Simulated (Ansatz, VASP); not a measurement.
# Ta: VASP beside Ansatz

```
Ta
1.0
    -1.65493    1.65493    1.65493
     1.65493   -1.65493    1.65493
     1.65493    1.65493   -1.65493
Ta
1
Direct
  0.00000 0.00000 0.00000
```

Alike in both runs: task single point; functional LDA; k mesh 14 × 14 × 14; occupations fermi-dirac, width 0.05 eV; no spin polarisation.

|  | VASP | Ansatz |
| --- | --- | --- |
| version | VASP 6.6.1 | Ansatz 0.2.0 |
| potentials or method | VASP PAW LDA potentials, release 64 (Ta_pv), cutoff 520 eV | all-electron LAPW, non-relativistic |

VASP gave:

```
pressure (GPa) : -9.3
```

Q: What did Ansatz give for the same quantities?

A: Pressure (GPa): -3.3.

LDA's correlation is that of Perdew and Zunger in VASP and of Perdew and Wang (1992) in Ansatz. One of these differences is far larger than is usual between the two programs; its cause wasn't traced. Ansatz ran all-electron here, and VASP with PAW potentials.

Spin-orbit coupling is off throughout.
